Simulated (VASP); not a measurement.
# Be in VASP: a series of runs

Runs on Be. Level: PBE. Tasks: single point.

Program: VASP 6.6.1. These are calculated values, not measurements. Logs are shortened: lines on timing, memory, paths and dates and some standing lists are left out, and cuts for length are marked.

## (1) The cell of the first run

The cell holds a slab with vacuum, 13 atoms: a = 4.580 Å, b = 4.580 Å, c = 15.588 Å, α = 90.00°, β = 90.00°, γ = 60.00°.

## (2) Single point, PBE

Input file INCAR:

```
SYSTEM = Be
ALGO     = Normal         ! electronic algorithm
EDIFF    = 1E-6           ! SCF threshold, eV
ENCUT    = 520            ! plane-wave cutoff, eV
GGA      = PE             ! functional
ISIF     = 2              ! what is computed and relaxed
ISMEAR   = 0              ! smearing method
LASPH    = .True.         ! aspherical terms in the spheres
LCHARG   = .True.         ! write CHGCAR
LELF     = .True.         ! ELF
LREAL    = .False.        ! projectors in reciprocal space
LVHAR    = .True.       
LWAVE    = .False.        ! write WAVECAR
NBANDS   = 25             ! bands
NELM     = 60             ! most SCF steps
PREC     = Accurate       ! precision mode
SIGMA    = 0.15           ! smearing width, eV
```

Input file KPOINTS:

```
k-points
0
Gamma
  5 5 1
  0 0 0
```

Input file POSCAR:

```
Be
1.0
    4.5800000000      0.0000000000      0.0000000000
    2.2900000000      3.9663960000      0.0000000000
    0.0000000000      0.0000000000     15.5884300000
Be
13
Direct
    0.0000000000      0.0000000000      0.0641500780
    0.5000000000      0.0000000000      0.0641500780
    0.0000000000      0.5000000000      0.0641500780
    0.5000000000      0.5000000000      0.0641500780
   -0.1654363689      0.3344260129      0.1821445136
    0.3310929104      0.3344582840      0.1821697887
   -0.1654244470      0.8310065359      0.1821357892
    0.3334611255      0.8332541683      0.1835712769
    0.0073895546     -0.0036804192      0.2968710768
    0.4965644103     -0.0036310041      0.2969055896
    0.0000818983      0.4999899153      0.3185852584
    0.4966109444      0.5070073689      0.2969498532
    0.6672973747      0.1661283946      0.3947296809
```

Potentials or basis: VASP PAW PBE potentials, release 64 (Be).

Started as:

```console
cat potpaw_PBE.64/Be/POTCAR > POTCAR
mpirun -np 1 vasp_std > vasp.out
```

OUTCAR:

```text
SYSTEM = Be
   EDIFF = 1E-6
   ENCUT = 520
   GGA = PE
   ISIF = 2
   ISMEAR = 0
   LASPH = .True.
   LREAL = .False.
   NELM = 60
   PREC = Accurate

 ion  position               nearest neighbor table
   1  0.000  0.000  0.064-   7 2.27   5 2.27   8 2.28   3 2.29   3 2.29   4 2.29   4 2.29   2 2.29
                             2 2.29
   2  0.500  0.000  0.064-   7 2.27   6 2.27   8 2.28   4 2.29   3 2.29   4 2.29   3 2.29   1 2.29
                             1 2.29
   3  0.000  0.500  0.064-   7 2.26   5 2.26   6 2.26   1 2.29   1 2.29   2 2.29   2 2.29   4 2.29
                             4 2.29
   4  0.500  0.500  0.064-   5 2.27   6 2.27   8 2.28   2 2.29   1 2.29   2 2.29   1 2.29   3 2.29
                             3 2.29
   5  0.835  0.334  0.182-   9 2.24  12 2.24   3 2.26   1 2.27   4 2.27   6 2.27   7 2.27   8 2.29
                             8 2.29   7 2.31   6 2.31
   6  0.331  0.334  0.182-  10 2.24  12 2.24   3 2.26   4 2.27   2 2.27   7 2.27   5 2.27   8 2.29
                             8 2.29   5 2.31   7 2.31
   7  0.835  0.831  0.182-   9 2.24  10 2.24   3 2.26   1 2.27   2 2.27   6 2.27   5 2.27   8 2.29
                             8 2.29   5 2.31   6 2.31
   8  0.333  0.833  0.184-   9 2.19  10 2.19  12 2.19   4 2.28   2 2.28   1 2.28   5 2.29   6 2.29
                             7 2.29   7 2.29   6 2.29   5 2.29
   9  0.007  0.996  0.297-  13 2.04   8 2.19   5 2.24   7 2.24  10 2.24  12 2.24  11 2.31  11 2.32
                            12 2.34  10 2.34
  10  0.497  0.996  0.297-  13 2.04   8 2.19   6 2.24   7 2.24   9 2.24  12 2.24  11 2.31  11 2.32
                            12 2.34   9 2.34
  11  0.000  0.500  0.319-  12 2.31  10 2.31   9 2.31  12 2.32   9 2.32  10 2.32
  12  0.497  0.507  0.297-  13 2.04   8 2.19   6 2.24   5 2.24   9 2.24  10 2.24  11 2.31  11 2.32
                            10 2.34   9 2.34
  13  0.667  0.166  0.395-   9 2.04  10 2.04  12 2.04

  LATTYP: Found a hexagonal cell.
 ALAT       =     4.5799996975
 C/A-ratio  =     3.4035875611

  Lattice vectors:

 A1 = (  -2.2900000000,  -3.9663960000,   0.0000000000)
 A2 = (   4.5800000000,   0.0000000000,   0.0000000000)
 A3 = (   0.0000000000,   0.0000000000,  15.5884300000)

Analysis of symmetry for initial positions (statically):
=====================================================================
 Subroutine PRICEL returns:
 Original cell was already a primitive cell.

 Routine SETGRP: Setting up the symmetry group for a
 hexagonal supercell.

 Subroutine GETGRP returns: Found  1 space group operations
 (whereof  1 operations were pure point group operations)
 out of a pool of 24 trial point group operations.

The static configuration has the point symmetry C_1 .

[... 138 lines left out ...]
   EFERMI_NEDOS =   21; number of points for ismear=-14 and -15
   IALGO  =     38    algorithm
   IMIX   =      4    mixing-type and parameters
     AMIX     =   0.40;   BMIX     =  1.00
     AMIX_MAG =   1.60;   BMIX_MAG =  1.00
  volume/ion in A,a.u.               =      21.78       147.00
  Fermi-wavevector in a.u.,A,eV,Ry     =   0.738547  1.395651  7.421315  0.545451
  Thomas-Fermi vector in A             =   1.832495
   LORBIT       =      0    0 simple, 1 ext, 2 COOP (PROOUT), +10 PAW based schemes
   GGA     = PE    functional components
   LHFCALC =     F    Hartree Fock is set to
   AEXX    =    0.0000 exact exchange contribution
   IVDW    =     0    specifies the selected vdW correction
   LEPSILON=     F    determine dielectric tensor
   LRPA    =     F    only Hartree local field effects (RPA)
 non-spin polarized calculation
 Gauss-broadening in eV      SIGMA  =   0.15
  energy-cutoff  :      520.00
  volume of cell :      283.18
 maximum number of plane-waves:      7731
 NGX is ok and might be reduce to    36
   NGX = 17   NGY = 17   NGZ = 57

 number of electron      26.0000000 magnetization

 Free energy of the ion-electron system (eV)
  ---------------------------------------------------
  ext. energy  EPLUGINS =         0.00000000
  ---------------------------------------------------
  free energy    TOTEN  =       -43.49478678 eV

  energy without entropy =      -43.47277752  energy(sigma->0) =      -43.48378215

 E-fermi :  -0.1212     XC(G=0):  -5.3583

 val. band max:       -0.2442535838   @ k =   0.0000   0.4000   0.0000
 cond. band min:       0.0058344378   @ k =   0.4000  -0.0000   0.0000
 fundamental gap:      0.2500880216
 Fermi energy:        -0.1211961430

 k-point     1 :       0.0000    0.0000    0.0000
  band No.  band energies     occupation
      1     -10.0121      2.00000
      2      -8.0727      2.00000
      3      -5.4231      2.00000
      4      -3.8719      2.00000
      5      -3.7713      2.00000
      6      -3.7710      2.00000
[... 353 lines left out ...]
     24       5.7212      0.00000
     25       5.8035      0.00000

------------------------ aborting loop because EDIFF is reached ----------------------------------------

  FORCE on cell =-STRESS in cart. coord.  units (eV):
  Direction    XX          YY          ZZ          XY          YZ          ZX
  --------------------------------------------------------------------------------------
  -------------------------------------------------------------------------------------
  Total       -9.6714363     -9.6839865      0.0373956     -0.0039588      0.0052567     -0.0083915
  in kB      -54.7189346    -54.7899406      0.2115766     -0.0223979      0.0297413     -0.0474771
  external PRESSURE =     -36.4324329 kB  Pullay stress =       0.0000000 kB

 VOLUME and BASIS-vectors are now :
 -----------------------------------------------------------------------------
  energy-cutoff  :      520.00
  volume of cell :      283.18
      direct lattice vectors                 reciprocal lattice vectors
     4.580000000  0.000000000  0.000000000     0.218340611 -0.126059022  0.000000000
     2.290000000  3.966396000  0.000000000     0.000000000  0.252118044  0.000000000
     0.000000000  0.000000000 15.588430000     0.000000000  0.000000000  0.064150142

 POSITION                                       TOTAL-FORCE (eV/Angst)
 -----------------------------------------------------------------------------------
      0.00000      0.00000      1.00000         0.068482     -0.039393     -0.019443
      2.29000      0.00000      1.00000        -0.067276     -0.038999     -0.018710
      1.14500      1.98320      1.00000         0.000987     -0.000830      0.035550
      3.43500      1.98320      1.00000         0.000227      0.077754     -0.018359
      4.58814      1.32647      2.83935         0.000638      0.000968      0.002299
      2.28231      1.32659      2.83974        -0.000578      0.000293      0.001012
      5.72536      3.29610      2.83921        -0.000751     -0.000613      0.002308
      3.43540      3.30502      2.86159         0.000058     -0.000166     -0.003673
      2.31542      3.95180      4.62775         0.002692     -0.001759      0.000937
      4.55595      3.95199      4.62829        -0.003675     -0.001786      0.001972
      1.14535      1.98316      4.96624         0.000348     -0.000283      0.002892
      3.43553      2.01099      4.62898        -0.000588      0.004231      0.001554
      3.43666      0.65893      6.15322        -0.000564      0.000583      0.011662
 -----------------------------------------------------------------------------------
    total drift:                                0.000000     -0.000000      0.000024

  FREE ENERGIE OF THE ION-ELECTRON SYSTEM (eV)
  ---------------------------------------------------
  free  energy   TOTEN  =       -43.4947867841 eV

  energy  without entropy=      -43.4727775180  energy(sigma->0) =      -43.48378215
```

Wall time 4.8 min (1 thread of AMD EPYC 7R43 (Zen 3), shared host); peak memory 0.35 GiB.

Results:

```yaml
Free_energy: -43.4948 eV
Largest_force: 0.081 eV/Å
Band_gap_on_the_k_mesh: 0.25 eV, indirect (the least direct gap lies 0.5 meV higher)
```

Forces in eV/Å, atoms in the order of the input:
```
Be   0.068 -0.039 -0.019
Be  -0.067 -0.039 -0.019
Be   0.001 -0.001  0.036
Be   0.000  0.078 -0.018
Be   0.001  0.001  0.002
Be  -0.001  0.000  0.001
Be  -0.001 -0.001  0.002
Be   0.000  0.000 -0.004
Be   0.003 -0.002  0.001
Be  -0.004 -0.002  0.002
Be   0.000  0.000  0.003
Be  -0.001  0.004  0.002
Be  -0.001  0.001  0.012
```

Levels at points of the mesh, in eV from the valence-band top:
| k point | band 11 | band 12 | band 13 | band 14 | band 15 | band 16 |
| --- | --- | --- | --- | --- | --- | --- |
| (0.00, 0.00, 0.00) | -1.75 | -1.75 | -1.71 | 0.29 | 1.17 | 1.18 |

## (3) Single point, PBE

Input file INCAR:

```
SYSTEM = Be
PREC = Accurate
ENCUT = 520
EDIFF = 1E-7
ISMEAR = 0
SIGMA = 0.15
LREAL = .False.
LASPH = .True.
NELM = 80
ALGO = Normal
ISIF = 2
LWAVE = .False.
LCHARG = .False.
GGA = PE
NBANDS = 25
```

Input file KPOINTS:

```
regular mesh
0
Gamma
  5 5 1
  0 0 0
```

Input file POSCAR:

```
Be
1.0
    4.5800000000      0.0000000000      0.0000000000
    2.2900000000      3.9663960000      0.0000000000
    0.0000000000      0.0000000000     15.5884300000
Be
13
Direct
    0.0000000000      0.0000000000      0.0641500780
    0.5000000000      0.0000000000      0.0641500780
    0.0000000000      0.5000000000      0.0641500780
    0.5000000000      0.5000000000      0.0641500780
   -0.1703871179      0.3359283844      0.1825421162
    0.3341749489      0.3351811065      0.1828875647
   -0.1668905943      0.8333401405      0.1809545926
    0.3361795070      0.8286724271      0.1822177089
    0.0034115044      0.0006822314      0.2945285702
    0.4977899676     -0.0005070094      0.2967866552
   -0.0019122425      0.5001550526      0.2985107545
    0.4998420006      0.4955871779      0.3157330148
    0.8349089352     -0.1465274773      0.3956995669
```

Potentials or basis: VASP PAW PBE potentials, release 64 (Be).

Started as:

```console
cat potpaw_PBE.64/Be/POTCAR > POTCAR
mpirun -np 1 vasp_std > vasp.out
```

Wall time 4.6 min (1 thread of AMD EPYC 7R43 (Zen 3), shared host); peak memory 0.35 GiB.

Results (log left out):

| Item | Value |
| --- | --- |
| Free energy | -43.4421 eV |
| Largest force | 0.086 eV/Å |
| Band gap on the k mesh | 0.20 eV, indirect (least direct gap 0.22 eV) |

Forces in eV/Å, atoms in the order of the input:
```
Be   0.060  0.039 -0.047
Be  -0.065  0.046 -0.027
Be   0.003 -0.083 -0.012
Be  -0.002 -0.004  0.061
Be  -0.005  0.003 -0.009
Be  -0.002 -0.001  0.013
Be  -0.001 -0.006 -0.004
Be   0.002  0.000 -0.008
Be   0.002  0.017  0.009
Be  -0.012 -0.005  0.007
Be   0.025 -0.027 -0.002
Be   0.006  0.019  0.004
Be  -0.010  0.003  0.015
```

Levels at points of the mesh, in eV from the valence-band top:
| k point | band 9 | band 10 | band 11 | band 12 | band 13 | band 14 | band 15 | band 16 | band 17 | band 18 |
| --- | --- | --- | --- | --- | --- | --- | --- | --- | --- | --- |
| (0.00, 0.00, 0.00) | -2.27 | -2.22 | -1.77 | -1.75 | -1.75 | 0.24 | 0.85 | 1.02 | 2.44 | 3.15 |

## (4) Single point, PBE

Input file INCAR:

```
SYSTEM = Be
PREC = Accurate
ENCUT = 520
EDIFF = 1E-6
ISMEAR = 0
SIGMA = 0.15
LREAL = .FALSE.
LASPH = .TRUE.
NELM = 60
ALGO = Normal
ISIF = 2
LWAVE = .FALSE.
LCHARG = .FALSE.
GGA = PE
NBANDS = 25
```

Input file KPOINTS:

```
regular mesh
0
G
  5 5 1
  0 0 0
```

Input file POSCAR:

```
Be
1.0
    4.5800000000      0.0000000000      0.0000000000
    2.2900000000      3.9663960000      0.0000000000
    0.0000000000      0.0000000000     15.5884300000
Be
13
Direct
    0.0000000000      0.0000000000      0.0641500780
    0.5000000000      0.0000000000      0.0641500780
    0.0000000000      0.5000000000      0.0641500780
    0.5000000000      0.5000000000      0.0641500780
   -0.1665388745      0.3332541683      0.1835712769
    0.3345756791      0.3310062838      0.1821357892
   -0.1689070896      0.8344582840      0.1821697887
    0.3345636311      0.8344260129      0.1821445136
   -0.0033889296      0.0070071168      0.2969498532
    0.5000818983     -0.0000100847      0.3185852584
   -0.0034354636      0.4963687438      0.2969055896
    0.5073895546      0.4963195808      0.2968710768
    1.1672973747     -0.3338716054      0.3947296809
```

Potentials or basis: VASP PAW PBE potentials, release 64 (Be).

Started as:

```console
cat potpaw_PBE.64/Be/POTCAR > POTCAR
mpirun -np 1 vasp_std > vasp.out
```

OUTCAR:

```text
SYSTEM = Be
   PREC = Accurate
   ENCUT = 520
   EDIFF = 1E-6
   ISMEAR = 0
   LREAL = .FALSE.
   LASPH = .TRUE.
   NELM = 60
   ISIF = 2
   GGA = PE

 ion  position               nearest neighbor table
   1  0.000  0.000  0.064-   8 2.27   7 2.27   5 2.28   3 2.29   3 2.29   4 2.29   4 2.29   2 2.29
                             2 2.29
   2  0.500  0.000  0.064-   6 2.26   8 2.26   7 2.26   4 2.29   3 2.29   4 2.29   3 2.29   1 2.29
                             1 2.29
   3  0.000  0.500  0.064-   6 2.27   7 2.27   5 2.28   1 2.29   1 2.29   2 2.29   2 2.29   4 2.29
                             4 2.29
   4  0.500  0.500  0.064-   6 2.27   8 2.27   5 2.28   2 2.29   1 2.29   2 2.29   1 2.29   3 2.29
                             3 2.29
   5  0.833  0.333  0.184-  12 2.19  11 2.19   9 2.19   1 2.28   3 2.28   4 2.28   8 2.29   7 2.29
                             6 2.29   6 2.29   7 2.29   8 2.29
   6  0.335  0.331  0.182-  12 2.24  11 2.24   2 2.26   4 2.27   3 2.27   7 2.27   8 2.27   5 2.29
                             5 2.29   8 2.31   7 2.31
   7  0.831  0.834  0.182-  11 2.24   9 2.24   2 2.26   1 2.27   3 2.27   6 2.27   8 2.27   5 2.29
[... 579 lines left out ...]

  FORCE on cell =-STRESS in cart. coord.  units (eV):
  Direction    XX          YY          ZZ          XY          YZ          ZX
  --------------------------------------------------------------------------------------
  -------------------------------------------------------------------------------------
  Total       -9.6714373     -9.6839853      0.0373949     -0.0039584      0.0052611     -0.0083929
  in kB      -54.7189403    -54.7899343      0.2115722     -0.0223958      0.0297663     -0.0474853
  external PRESSURE =     -36.4324341 kB  Pullay stress =       0.0000000 kB

 VOLUME and BASIS-vectors are now :
 -----------------------------------------------------------------------------
  energy-cutoff  :      520.00
  volume of cell :      283.18
      direct lattice vectors                 reciprocal lattice vectors
     4.580000000  0.000000000  0.000000000     0.218340611 -0.126059022  0.000000000
     2.290000000  3.966396000  0.000000000     0.000000000  0.252118044  0.000000000
     0.000000000  0.000000000 15.588430000     0.000000000  0.000000000  0.064150142

 POSITION                                       TOTAL-FORCE (eV/Angst)
 -----------------------------------------------------------------------------------
      0.00000      0.00000      1.00000         0.000227      0.077754     -0.018359
      2.29000      0.00000      1.00000         0.000987     -0.000831      0.035550
      1.14500      1.98320      1.00000        -0.067276     -0.038999     -0.018710
      3.43500      1.98320      1.00000         0.068482     -0.039394     -0.019443
      4.58040      1.32182      2.86159         0.000058     -0.000168     -0.003672
      2.29036      1.31290      2.83921        -0.000751     -0.000606      0.002308
      5.71731      3.30979      2.83974        -0.000578      0.000290      0.001012
      3.44314      3.30966      2.83935         0.000637      0.000965      0.002299
      4.58052      0.02779      4.62898        -0.000589      0.004238      0.001551
      4.58035      3.96636      4.96624         0.000349     -0.000286      0.002892
      5.70095      1.96879      4.62829        -0.003674     -0.001781      0.001973
      3.46042      1.96860      4.62775         0.002692     -0.001762      0.000937
      2.29166      2.64213      6.15322        -0.000565      0.000580      0.011662
 -----------------------------------------------------------------------------------
    total drift:                                0.000000     -0.000000      0.000022

  FREE ENERGIE OF THE ION-ELECTRON SYSTEM (eV)
  ---------------------------------------------------
  free  energy   TOTEN  =       -43.4947867822 eV

  energy  without entropy=      -43.4727775345  energy(sigma->0) =      -43.48378216
```

OSZICAR:

```text
N       E                     dE             d eps       ncg     rms          rms(c)
DAV:   1     0.630696124605E+02    0.63070E+02   -0.87721E+03   650   0.780E+02
DAV:   2    -0.423107971714E+02   -0.10538E+03   -0.10044E+03   896   0.146E+02
DAV:   3    -0.478079720227E+02   -0.54972E+01   -0.53978E+01   834   0.308E+01
[... 14 lines left out ...]
DAV:  18    -0.434947797522E+02   -0.16153E-04   -0.43249E-06   748   0.672E-03    0.910E-04
DAV:  19    -0.434947834674E+02   -0.37152E-05   -0.73877E-07   665   0.289E-03    0.418E-04
DAV:  20    -0.434947850056E+02   -0.15383E-05   -0.35834E-07   641   0.153E-03    0.262E-04
DAV:  21    -0.434947860821E+02   -0.10764E-05   -0.90828E-08   660   0.767E-04    0.135E-04
DAV:  22    -0.434947867822E+02   -0.70015E-06   -0.71954E-08   661   0.635E-04
   1 F= -.43494787E+02 E0= -.43483782E+02  d E =-.220092E-01
```

Wall time 3.9 min (1 thread of AMD EPYC 7R43 (Zen 3), shared host); peak memory 0.34 GiB.

What came out:

```yaml
Free_energy: -43.4948 eV
Largest_force: 0.081 eV/Å
Band_gap_on_the_k_mesh: 0.25 eV, indirect (the least direct gap lies 0.5 meV higher)
```

Forces in eV/Å, atoms in the order of the input:
```
Be   0.000  0.078 -0.018
Be   0.001 -0.001  0.036
Be  -0.067 -0.039 -0.019
Be   0.068 -0.039 -0.019
Be   0.000  0.000 -0.004
Be  -0.001 -0.001  0.002
Be  -0.001  0.000  0.001
Be   0.001  0.001  0.002
Be  -0.001  0.004  0.002
Be   0.000  0.000  0.003
Be  -0.004 -0.002  0.002
Be   0.003 -0.002  0.001
Be  -0.001  0.001  0.012
```
